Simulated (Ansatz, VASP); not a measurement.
AgCl: VASP beside Ansatz

```xyz
4
Lattice="3.5300 0.0000 0.0000 0.0000 4.0110 0.0000 -0.9726 0.0000 5.1520" Properties=species:S:1:pos:R:3 pbc="T T T"
Ag    0.3632    1.0224    1.1259
Ag    2.2075    3.0083    4.0701
Cl    0.4016    1.0028    3.6322
Cl    2.1559    3.0083    1.5198
```

Alike in both runs: task single point; functional PBE; k mesh 8 × 8 × 6; occupations gaussian, width 0.05 eV; no spin polarisation.

|  | VASP | Ansatz |
| --- | --- | --- |
| version | VASP 6.6.1 | Ansatz 0.2.0 |
| potentials or method | VASP PAW PBE potentials, release 64 (Ag, Cl), cutoff 520 eV | scalar-relativistic, plane waves, PAW |
| valence electrons in the cell | 36 | 52 |

VASP gave:

```
gap on the k mesh at the Fermi level (eV)                     : 0.74
pressure (GPa)                                                : 10.5
traceless stress, the component that is largest in VASP (GPa) : 1.38
rms of the force components (eV/Å)                            : 0.496
```

Question: Estimate Ansatz's values.

Answer: gap on the k mesh at the Fermi level (eV): 0.74; pressure (GPa): 10.7; traceless stress, the component that is largest in VASP (GPa): 1.38; rms of the force components (eV/Å): 0.495.

Atom by atom the forces differ by 0.002 eV/Å (rms over components). With one functional, cell and mesh, what is left measures potentials, basis and numerics. VASP's potentials hold 36 valence electrons a cell and Ansatz's 52, so a difference there can come from the potentials and not from the codes.
